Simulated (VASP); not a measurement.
Runs of VASP 6.6.1 on Pd. The structure is that of space group Pm-3m (No. 221), or close to it. The cells are those of the table. 

| spin | cell | k mesh | smearing | gap on the mesh (eV) | pressure (GPa) |
| --- | --- | --- | --- | --- | --- |
| off | a = 2.573 Å, 1 atom | 14 × 14 × 14 | fermi-dirac 0.1 eV | none | (a) |
| off | a = 2.605 Å, 1 atom | 14 × 14 × 14 | fermi-dirac 0.1 eV | none | (b) |
| off | a = 2.539 Å, 1 atom | 12 × 12 × 12 | fermi-dirac 0.1 eV | none | 0.0 |
| collinear, ferromagnetic start | a = 2.539 Å, 1 atom | 20 × 20 × 20 | fermi-dirac 0.05 eV | none | 0.1 |
| off | a = 2.470 Å, 1 atom | 14 × 14 × 14 | fermi-dirac 0.1 eV | none | 17.3 |
| off | a = 2.539 Å, 1 atom | 20 × 20 × 20 | fermi-dirac 0.1 eV | none | 0.1 |
| off | a = 2.505 Å, 1 atom | 14 × 14 × 14 | fermi-dirac 0.1 eV | none | 7.6 |
| off | a = 2.434 Å, 1 atom | 14 × 14 × 14 | fermi-dirac 0.1 eV | none | 29.7 |

Alike in all rows: task single point; level LDA; potentials or basis VASP PAW LDA potentials, release 64 (Pd); cutoff (eV) 520.

Question: Fill in the values left out.

Answer: (a) -5.7; (b) -10.2.

A k mesh can miss the band edges, and the runs leave out spin-orbit coupling on Pd.

A gap of «none» marks levels without a gap at the run's occupations.
